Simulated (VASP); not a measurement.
Set up this calculation in VASP 6.6.1, as the native input.

```yaml
Task: electric field gradients
Functional: PBEsol
Potentials_or_basis: VASP PAW PBE potentials, release 64 (B)
Cutoff: 420 eV
k_mesh: 3 × 3 × 3
Occupations: gaussian, width 0.01 eV
Spin: no spin polarisation
Dipole_correction: no
Further_INCAR_settings: ALGO = Normal; EDIFF = 1e-08; NBANDS = 30
```

The structure of B lies in POSCAR:

```
B
1.0
    2.4589500000      1.4196754444      4.1935000000
   -2.4589500000      1.4196754444      4.1935000000
    0.0000000000     -2.8393508888      4.1935000000
B
12
Direct
    0.0101900000      0.6536100000      0.0101900000
    0.0101900000      0.0101900000      0.6536100000
    0.6536100000      0.0101900000      0.0101900000
    0.9898100000      0.3463900000      0.9898100000
    0.3463900000      0.9898100000      0.9898100000
    0.9898100000      0.9898100000      0.3463900000
    0.2211800000      0.6306000000      0.2211800000
    0.2211800000      0.2211800000      0.6306000000
    0.6306000000      0.2211800000      0.2211800000
    0.7788200000      0.3694000000      0.7788200000
    0.3694000000      0.7788200000      0.7788200000
    0.7788200000      0.7788200000      0.3694000000
```

One way to write it, as run:

INCAR

```
SYSTEM = B
PREC = Accurate ; ENCUT = 420
EDIFF = 1E-8 ; ISMEAR = 0
SIGMA = 0.01 ; LREAL = .False.
LASPH = .True. ; NELM = 120
ALGO = Normal ; ISIF = 2
LWAVE = .False. ; LCHARG = .False.
GGA = PS ; LEFG = .True.
NBANDS = 30 ; GGA_COMPAT = .False.
```

KPOINTS

```
regular mesh
0
Gamma
  3 3 3
  0 0 0
```

Potentials or basis: VASP PAW PBE potentials, release 64 (B).

Launch:

```console
$ cat potpaw_PBE.64/B/POTCAR > POTCAR
$ mpirun -np 1 vasp_std > vasp.out
```

Results of the run:

```json
{
  "Pressure": "-4.8 GPa",
  "Largest force": "0.227 eV/Å",
  "Band gap on the k mesh": "1.49 eV, indirect (least direct gap 1.76 eV)"
}
```

Caveat: the k points lie up to 0.52 Å⁻¹ apart; without QUAD_EFG the Cq values of the log hold for a quadrupole moment of 1 mb, not for the nuclei; the PAW data sets were made with another functional, which shifts forces and pressure a little.

Run time: 16 s on 1 thread of Intel(R) Xeon(R) Platinum 8488C (Sapphire Rapids), with other jobs on the host, peak memory 0.18 GiB.
